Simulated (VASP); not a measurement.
# Al2Cu (Pm) in VASP: single point with PBEsol

Aim: the single point of Al2Cu with PBEsol.

Everything below comes from runs of VASP 6.6.1. Logs are shortened: lines on timing, memory, paths and dates and some standing lists are left out, and cuts for length are marked.

### 1 The cell of the first run

It takes space group Pm (No. 6, monoclinic). Conventional cell: a = 4.007 Å, b = 2.727 Å, c = 4.106 Å, α = 90.00°, β = 94.64°, γ = 90.00°. Al (site symmetry m) has 4 Cu at 2.45 to 2.53 Å and 6 Al at 2.59 to 3.17 Å within 3.2 Å. Al (site symmetry m) has 4 Cu at 2.34 to 2.50 Å and 5 Al at 2.59 to 2.93 Å within 3.1 Å. Within 3.1 Å of Cu (site symmetry m) lie 8 Al at 2.34 to 2.53 Å and 2 Cu at 2.73 Å.

### 2 Single point, PBEsol (strained and its atoms moved)

INCAR reads:

```
SYSTEM = Al2Cu
PREC = Accurate
ENCUT = 520
EDIFF = 1E-6
ISMEAR = 0
SIGMA = 0.1
LREAL = .False.
LASPH = .True.
NELM = 100
ALGO = Fast
ISIF = 2
LWAVE = .False.
LCHARG = .False.
GGA = PS
NBANDS = 16
```

KPOINTS reads:

```
regular mesh
0
Gamma
  10 10 14
  0 0 0
```

POSCAR reads:

```
Al2Cu
1.0
    4.1031294090      0.1642072800      0.0000000000
    0.1642072800      4.0035787455      0.0000000000
    0.0000000000      0.0000000000      2.7267394640
Al Cu
2 1
Direct
    0.4983599882     -0.0496884660      0.5000000000
   -0.0027273260      0.5131669300      0.5000000000
    0.0043673378      0.0365215360      0.0000000000
```

Potentials or basis: VASP PAW PBE potentials, release 64 (Al, Cu).

Command:

```sh
$ cat potpaw_PBE.64/Al/POTCAR potpaw_PBE.64/Cu/POTCAR > POTCAR
$ mpirun -np 1 vasp_std > vasp.out
```

OUTCAR:

```text
SYSTEM = Al2Cu
   PREC = Accurate
   ENCUT = 520
   EDIFF = 1E-6
   ISMEAR = 0
   LREAL = .False.
   LASPH = .True.
   NELM = 100
   ISIF = 2
   GGA = PS

 ion  position               nearest neighbor table
   1  0.498  0.950  0.500-   3 2.45   3 2.45   3 2.53   3 2.53   2 2.59   2 2.81   2 2.93   2 3.17

   2  0.997  0.513  0.500-   3 2.34   3 2.34   3 2.50   3 2.50   1 2.59   1 2.81   1 2.93   1 3.17

   3  0.004  0.037  0.000-   2 2.34   2 2.34   1 2.45   1 2.45   2 2.50   2 2.50   1 2.53   1 2.53

  LATTYP: Found a simple monoclinic cell.
 ALAT       =     4.0069448215
 B/A-ratio  =     0.6805033724
 C/A-ratio  =     1.0248241655
 COS(beta)  =    -0.0809022992

  Lattice vectors:

 A1 = (   0.1642072800,   4.0035787455,   0.0000000000)
 A2 = (   0.0000000000,   0.0000000000,  -2.7267394640)
 A3 = (  -4.1031294090,  -0.1642072800,   0.0000000000)

Analysis of symmetry for initial positions (statically):
=====================================================================
 Subroutine PRICEL returns:
 Original cell was already a primitive cell.

 Routine SETGRP: Setting up the symmetry group for a
 simple monoclinic supercell.

 Subroutine GETGRP returns: Found  2 space group operations
 (whereof  2 operations were pure point group operations)
 out of a pool of  4 trial point group operations.

The static configuration has the point symmetry C_1h.

Analysis of symmetry for dynamics (positions and initial velocities):
=====================================================================
 Subroutine PRICEL returns:
 Original cell was already a primitive cell.

 Routine SETGRP: Setting up the symmetry group for a
 simple monoclinic supercell.

 Subroutine GETGRP returns: Found  2 space group operations
 (whereof  2 operations were pure point group operations)
 out of a pool of  4 trial point group operations.

The dynamic configuration has the point symmetry C_1h.

 Subroutine INISYM returns: Found  2 space group operations
 (whereof  2 operations are pure point group operations),
 and found     1 'primitive' translations

----------------------------------------------------------------------------------------

                                     Primitive cell

  volume of cell :      44.7192

  direct lattice vectors                    reciprocal lattice vectors
     4.103129409  0.164207280  0.000000000     0.244117118 -0.010012494  0.000000000
     0.164207280  4.003578745  0.000000000    -0.010012494  0.250187192  0.000000000
     0.000000000  0.000000000  2.726739464     0.000000000  0.000000000  0.366738375

  length of vectors
     4.106413883  4.006944821  2.726739464     0.244322363  0.250387462  0.366738375

  position of ions in fractional coordinates (direct lattice)
     0.498359988  0.950311534  0.500000000
     0.997272674  0.513166930  0.500000000
     0.004367338  0.036521536  0.000000000

  ion indices of the primitive-cell ions
   primitive index   ion index
                 1           1
                 2           2
                 3           3

----------------------------------------------------------------------------------------

 KPOINTS: regular mesh

Automatic generation of k-mesh.
 Grid dimensions read from file:
 generate k-points for:   10   10   14

 Generating k-lattice:

  Cartesian coordinates                     Fractional coordinates (reciprocal lattice)
     0.024411712 -0.001001249  0.000000000     0.100000000  0.000000000  0.000000000
    -0.001001249  0.025018719  0.000000000     0.000000000  0.100000000  0.000000000
     0.000000000  0.000000000  0.026195598     0.000000000  0.000000000  0.071428571

  Length of vectors
     0.024432236  0.025038746  0.026195598

  Shift w.r.t. Gamma in fractional coordinates (k-lattice)
     0.000000000  0.000000000  0.000000000

 Subroutine IBZKPT returns following result:
 ===========================================

 Found    416 irreducible k-points:

 Following reciprocal coordinates:
            Coordinates               Weight
  0.000000  0.000000  0.000000      1.000000
  0.100000 -0.000000  0.000000      2.000000
  0.200000 -0.000000  0.000000      2.000000
  0.300000  0.000000  0.000000      2.000000
  0.400000 -0.000000  0.000000      2.000000
  0.500000 -0.000000  0.000000      1.000000
[... 16 lines left out ...]
 -0.400000  0.200000  0.000000      2.000000
 -0.300000  0.200000  0.000000      2.000000
 [... further k-points ...]
   k-points           NKPTS =    416   k-points in BZ     NKDIM =    416   number of bands    NBANDS=     16
   number of dos      NEDOS =    301   number of ions     NIONS =      3
   total plane-waves  NPLWV =  19200
   dimension x,y,z NGX =    32 NGY =   30 NGZ =   20
   dimension x,y,z NGXF=    64 NGYF=   60 NGZF=   40
   ions per type =               2   1
   NGX,Y,Z   is equivalent  to a cutoff of  12.96, 12.45, 12.19 a.u.
   NGXF,Y,Z  is equivalent  to a cutoff of  25.91, 24.89, 24.39 a.u.
 SYSTEM =  Al2Cu
   PREC   = accura    normal or accurate (medium, high low for compatibility)
   ISTART =      0    job   : 0-new  1-cont  2-samecut
   ICHARG =      2    charge: 1-file 2-atom 10-const
   ISPIN  =      1    spin polarized calculation?
   LNONCOLLINEAR =      F non collinear calculations
   LSORBIT =      F    spin-orbit coupling
   LASPH  =      T    aspherical Exc in radial PAW
   ENCUT  =  520.0 eV  38.22 Ry    6.18 a.u.   7.64  7.45  5.07*2*pi/ulx,y,z
   NELM   =    100;   NELMIN=  2; NELMDL= -5     # of ELM steps
   EDIFF  = 0.1E-05   stopping-criterion for ELM
   LREAL  =      F    real-space projection
   EDIFFG = 0.1E-04   stopping-criterion for IOM
   NSW    =      0    number of steps for IOM
   IBRION =     -1    ionic relax: 0-MD 1-quasi-New 2-CG
   NFREE  =      0    steps in history (QN), initial steepest desc. (CG)
   ISIF   =      2    stress and relaxation
   ISYM   =      2    0-nonsym 1-usesym 2-fastsym
   POTIM  = 0.5000    time-step for ionic-motion
   TEBEG  =    0.0;   TEEND  =   0.0 temperature during run
   PSTRESS=    0.0 pullay stress
   NELECT =      17.0000    total number of electrons
   NUPDOWN=      -1.0000    fix difference up-down
   EMIN   =  10.00;   EMAX   =-10.00  energy-range for DOS
   EFERMI =   0.00;   METHOD = LEGACY
   ISMEAR =     0;   SIGMA  =   0.10  broadening in eV -4-tet -1-fermi 0-gaus
   EFERMI_NEDOS =   21; number of points for ismear=-14 and -15
   IALGO  =     68    algorithm
   IMIX   =      4    mixing-type and parameters
     AMIX     =   0.40;   BMIX     =  1.00
     AMIX_MAG =   1.60;   BMIX_MAG =  1.00
  volume/ion in A,a.u.               =      14.91       100.59
  Fermi-wavevector in a.u.,A,eV,Ry     =   1.185932  2.241087 19.135714  1.406435
  Thomas-Fermi vector in A             =   2.322116
   LORBIT       =      0    0 simple, 1 ext, 2 COOP (PROOUT), +10 PAW based schemes
   GGA     = PS    functional components
   LHFCALC =     F    Hartree Fock is set to
   AEXX    =    0.0000 exact exchange contribution
   IVDW    =     0    specifies the selected vdW correction
   LEPSILON=     F    determine dielectric tensor
   LRPA    =     F    only Hartree local field effects (RPA)
 non-spin polarized calculation
 RMM-DIIS sequential band-by-band and
 Gauss-broadening in eV      SIGMA  =   0.10
  energy-cutoff  :      520.00
  volume of cell :       44.72
 maximum number of plane-waves:      1226
   NGX = 15   NGY = 15   NGZ = 11

 number of electron      16.9999996 magnetization

 Free energy of the ion-electron system (eV)
  ---------------------------------------------------
  ext. energy  EPLUGINS =         0.00000000
  ---------------------------------------------------
  free energy    TOTEN  =       -12.31826440 eV

  energy without entropy =      -12.31359852  energy(sigma->0) =      -12.31593146

 E-fermi :   7.9766     XC(G=0): -10.8392

 val. band max:        7.9764826517   @ k =  -0.0000   0.2000   0.5000
 cond. band min:       7.9769651015   @ k =   0.2000   0.1000   0.5000
 fundamental gap:      0.0004824498
 Fermi energy:         7.9766360520

 k-point     1 :       0.0000    0.0000    0.0000
  band No.  band energies     occupation
      1      -3.1668      2.00000
      2       2.1338      2.00000
      3       2.5776      2.00000
      4       3.3354      2.00000
      5       3.6596      2.00000
      6       3.7673      2.00000
[... 8 lines left out ...]
     15      15.9407      0.00000
     16      21.6547      0.00000

 k-point     2 :       0.1000   -0.0000    0.0000
  band No.  band energies     occupation
      1      -3.0832      2.00000
      2       2.0631      2.00000
      3       2.5525      2.00000
      4       3.3102      2.00000
      5       3.6597      2.00000
      6       3.7655      2.00000
[... 8 lines left out ...]
     15      16.9150      0.00000
     16      21.7437      0.00000

 k-point     3 :       0.2000   -0.0000    0.0000
  band No.  band energies     occupation
      1      -2.8361      2.00000
      2       1.7178      2.00000
      3       2.5137      2.00000
      4       3.2548      2.00000
      5       3.6598      2.00000
      6       3.7608      2.00000
[... 8 lines left out ...]
     15      18.1131      0.00000
     16      20.7944      0.00000

 k-point     4 :       0.3000    0.0000    0.0000
  band No.  band energies     occupation
      1      -2.4415      2.00000
      2       1.0043      2.00000
      3       2.5108      2.00000
      4       3.2118      2.00000
      5       3.4737      2.00000
      6       3.6599      2.00000
[... 8 lines left out ...]
     15      19.4574      0.00000
     16      19.8345      0.00000

 k-point     5 :       0.4000   -0.0000    0.0000
  band No.  band energies     occupation
      1      -1.9562      2.00000
      2       0.2105      2.00000
      3       2.5238      2.00000
      4       3.1983      2.00000
      5       3.3360      2.00000
      6       3.6599      2.00000
[... 8 lines left out ...]
     15      19.0321      0.00000
     16      19.9879      0.00000

 k-point     6 :       0.5000   -0.0000    0.0000
  band No.  band energies     occupation
      1      -1.6513      2.00000
      2      -0.2123      2.00000
      3       2.5302      2.00000
      4       3.1978      2.00000
      5       3.2982      2.00000
      6       3.6599      2.00000
[... 8 lines left out ...]
     15      18.6669      0.00000
     16      19.7302      0.00000

 k-point     7 :      -0.0000    0.1000    0.0000
  band No.  band energies     occupation
      1      -3.0771      2.00000
      2       2.0859      2.00000
      3       2.5631      2.00000
      4       3.2996      2.00000
      5       3.6576      2.00000
      6       3.7677      2.00000
[... 8 lines left out ...]
     15      16.9665      0.00000
     16      21.8873      0.00000

 k-point     8 :       0.1000    0.1000    0.0000
  band No.  band energies     occupation
      1      -3.0069      2.00000
      2       2.0914      2.00000
      3       2.5224      2.00000
      4       3.2406      2.00000
      5       3.6576      2.00000
      6       3.7660      2.00000
[... 8 lines left out ...]
     15      16.5256      0.00000
     16      21.8406      0.00000

 k-point     9 :       0.2000    0.1000    0.0000
  band No.  band energies     occupation
      1      -2.7728      2.00000
      2       1.8372      2.00000
      3       2.4668      2.00000
      4       3.1608      2.00000
      5       3.6578      2.00000
      6       3.7614      2.00000
[... 8 lines left out ...]
     15      17.9813      0.00000
     16      20.9839      0.00000
[... 172 lines left out ...]
 k-point    19 :       0.2000    0.2000    0.0000
  band No.  band energies     occupation
      1      -2.5328      2.00000
      2       1.9545      2.00000
      3       2.2948      2.00000
      4       3.0264      2.00000
      5       3.6526      2.00000
      6       3.7627      2.00000
[... 8 lines left out ...]
     15      18.8500      0.00000
     16      21.1565      0.00000

 k-point    20 :       0.3000    0.2000    0.0000
  band No.  band energies     occupation
      1      -2.1593      2.00000
      2       1.4107      2.00000
      3       2.3297      2.00000
      4       2.9831      2.00000
      5       3.6441      2.00000
      6       3.6530      2.00000
[... 8 lines left out ...]
     15      19.9342      0.00000
     16      20.2801      0.00000

 k-point    21 :       0.4000    0.2000    0.0000
  band No.  band energies     occupation
      1      -1.6769      2.00000
      2       0.6181      2.00000
      3       2.4143      2.00000
      4       3.0000      2.00000
      5       3.3904      2.00000
      6       3.6532      2.00000
[... 8 lines left out ...]
     15      19.4072      0.00000
     16      20.1581      0.00000

 k-point    22 :       0.5000    0.2000    0.0000
  band No.  band energies     occupation
      1      -1.2908      2.00000
      2       0.0697      2.00000
      3       2.4132      2.00000
      4       3.0490      2.00000
      5       3.3002      2.00000
      6       3.6533      2.00000
[... 8 lines left out ...]
     15      18.9068      0.00000
     16      19.3515      0.00000

 k-point    23 :      -0.4000    0.2000    0.0000
  band No.  band energies     occupation
      1      -1.5151      2.00000
      2       0.3416      2.00000
      3       2.3418      2.00000
      4       3.0806      2.00000
      5       3.3524      2.00000
      6       3.6533      2.00000
[... 8 lines left out ...]
     15      19.1466      0.00000
     16      19.2752      0.00000

 k-point    24 :      -0.3000    0.2000    0.0000
  band No.  band energies     occupation
      1      -2.0099      2.00000
      2       1.0304      2.00000
      3       2.2771      2.00000
      4       3.1064      2.00000
      5       3.5391      2.00000
      6       3.6531      2.00000
[... 8 lines left out ...]
     15      19.5147      0.00000
     16      19.8311      0.00000

 [... further k-points ...]
[... 5 lines left out ...]
  --------------------------------------------------------------------------------------
  -------------------------------------------------------------------------------------
  Total        1.3180194      3.2938036      2.6590620     -1.2812089      0.0000000      0.0000000
  in kB       47.2213732    118.0088270     95.2676081    -45.9025444      0.0000000      0.0000000
  external PRESSURE =      86.8326028 kB  Pullay stress =       0.0000000 kB

 VOLUME and BASIS-vectors are now :
 -----------------------------------------------------------------------------
  energy-cutoff  :      520.00
  volume of cell :       44.72
      direct lattice vectors                 reciprocal lattice vectors
     4.103129409  0.164207280  0.000000000     0.244117118 -0.010012494  0.000000000
     0.164207280  4.003578745  0.000000000    -0.010012494  0.250187192  0.000000000
     0.000000000  0.000000000  2.726739464     0.000000000  0.000000000  0.366738375

 POSITION                                       TOTAL-FORCE (eV/Angst)
 -----------------------------------------------------------------------------------
      2.20088      3.88648      1.36337        -0.036102      0.625581      0.000000
      4.17620      2.21826      1.36337         0.336781      0.231325      0.000000
      0.02392      0.14693      0.00000        -0.300679     -0.856906      0.000000
 -----------------------------------------------------------------------------------
    total drift:                                0.001377      0.000529     -0.000002

  FREE ENERGIE OF THE ION-ELECTRON SYSTEM (eV)
  ---------------------------------------------------
  free  energy   TOTEN  =       -12.3182643978 eV

  energy  without entropy=      -12.3135985157  energy(sigma->0) =      -12.31593146
```

Wall time 2.2 min (1 thread of AMD EPYC 9R45 (Zen 5), shared host); peak memory 0.35 GiB.

Results:

```yaml
Free_energy: -12.3183 eV
Pressure: 8.7 GPa
Largest_force: 0.908 eV/Å
```

Forces on the atoms (eV/Å):
```
Al  -0.036  0.626  0.000
Al   0.337  0.231  0.000
Cu  -0.301 -0.857  0.000
```

Caveat: the cell differs from its parent crystal (strained and its atoms moved); the PAW data sets were made with another functional, which shifts forces and pressure a little.
